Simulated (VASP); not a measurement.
Here is a VASP 6.6.1 calculation.

Contents of INCAR:

```
PREC = Accurate ; ENCUT = 520
EDIFF = 1E-7 ; ISMEAR = 0
SIGMA = 0.1 ; LREAL = False
LASPH = True ; NELM = 80
ALGO = Normal ; ISIF = 2
LWAVE = False ; LCHARG = False
GGA = PE ; NBANDS = 26
```

Contents of KPOINTS:

```
regular mesh
0
Gamma
  6 6 4
```

POSCAR

```
Be2ZnSe3
1.0
    5.4523669409      0.0000000037      0.0000000000
   -2.7261834736      4.7218882798      0.0000000000
    0.0000000000      0.0000000000      6.6657851647
Be Zn Se
2 1 3
Direct
    0.0000000000      0.0000000000      0.1588189305
    0.0000000000      0.0000000000      0.8411810695
    0.0000000000      0.0000000000      0.5000000000
    0.5000000000      0.0000000000      0.0000000000
    0.0000000000      0.5000000000      0.0000000000
    0.5000000000      0.5000000000      0.0000000000
```

Potentials or basis: VASP PAW PBE potentials, release 64 (Be, Zn, Se).

The run is started by

```bash
$ cat potpaw_PBE.64/Be/POTCAR potpaw_PBE.64/Zn/POTCAR potpaw_PBE.64/Se/POTCAR > POTCAR
$ mpirun -np 1 vasp_std > vasp.out
```

Task: Estimate the pressure.

Result: 0.1 GPa.

Task: What does it give for the largest force?

Result: 0.032 eV/Å.

Task: Predict the band gap on the k mesh.

Result: Zero (bands 17 and 18 overlap by 0.35 eV).

Forces in eV/Å, atoms in the order of the input:
```
Be   0.000  0.000 -0.032
Be   0.000  0.000  0.032
Zn   0.000  0.000  0.000
Se   0.000  0.000  0.000
Se   0.000  0.000  0.000
Se   0.000  0.000  0.000
```

Caveat: semilocal functionals underestimate gaps, and a narrow one can read as zero.
